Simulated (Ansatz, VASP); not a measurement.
One calculation of SiO2, two programs

Contents of POSCAR:

```
SiO2
1.0
   -2.4732446225      2.4732446225      3.6563571980
    2.4732446225     -2.4732446225      3.6563571980
    2.4732446225      2.4732446225     -3.6563571980
Si O
2 4
Direct
    0.0000000000      0.0000000000      0.0000000000
    0.7500000000      0.2500000000      0.5000000000
    0.9731664815      0.6250000000      0.8481664815
    0.3750000000      0.2231664815      0.3481664815
    0.7768335185      0.1250000000      0.1518335185
    0.8750000000      0.0268335185      0.6518335185
```

Contents of INCAR.step1:

```
PREC = Accurate
ENCUT = 520
ISMEAR = 0
SIGMA = 0.02
LREAL = F
LASPH = T
NELM = 80
NBANDS = 25
GGA = PE
ALGO = Normal
EDIFF = 1E-4
LWAVE = T
LCHARG = F
```

Contents of INCAR.step2:

```
PREC = Accurate
ENCUT = 520
EDIFF = 1E-6
ISMEAR = 0
SIGMA = 0.02
LREAL = F
LASPH = T
NELM = 80
ALGO = Normal
ISIF = 2
LWAVE = F
LCHARG = F
METAGGA = R2SCAN
LMIXTAU = T
NBANDS = 25
ISTART = 1
```

The input KPOINTS:

```
Automatic mesh
0
Gamma
  8 8 8
```

Input for Ansatz:

```yaml
crystal:
  lattice:
    - [-2.4732445746, 2.4732445746, 3.6563571981]
    - [2.4732445746, -2.4732445746, 3.6563571981]
    - [2.4732445746, 2.4732445746, -3.6563571981]
  atoms:
    - { symbol: Si, position: [0.0, 0.0, 0.0] }
    - { symbol: Si, position: [0.75, 0.25, 0.5] }
    - { symbol: O, position: [0.9731664989, 0.625, 0.8481664989] }
    - { symbol: O, position: [0.375, 0.2231664989, 0.3481664989] }
    - { symbol: O, position: [0.7768335011, 0.125, 0.1518335011] }
    - { symbol: O, position: [0.875, 0.0268335011, 0.6518335011] }
basis:
  ecutwfc: 500
kpoints:
  mp_grid: { grid: [8, 8, 8] }
  band_path: { path: [VBM, CBM], npoints: 2 }
hamiltonian:
  xc: r2scan
scf:
  occupations: { method: gaussian, width: 0.02 }
output:
  forces: false
  stress: false
  eigenvalues: true
checkpoint:
  read: start.run
  write: ck
  compress: false
  write_wavefunctions: false
  write_every: 100000
```

Alike in both runs: task single point; functional r2SCAN; k mesh 8 × 8 × 8; occupations gaussian, width 0.02 eV; no spin polarisation.

|  | VASP | Ansatz |
| --- | --- | --- |
| version | VASP 6.6.1 | Ansatz 0.2.0 |
| potentials or method | VASP PAW PBE potentials, release 64 (Si, O), cutoff 520 eV | scalar-relativistic, plane waves, PAW |
| valence electrons in the cell | 32 | 32 |

```tsv
	VASP	Ansatz	Ansatz less VASP
gap on the k mesh at the Fermi level (eV)	6.55	6.56	+0.002
least direct gap on the mesh (eV)	6.55	6.56	+0.002
```

VASP's potentials were made for PBE, not for r2SCAN.
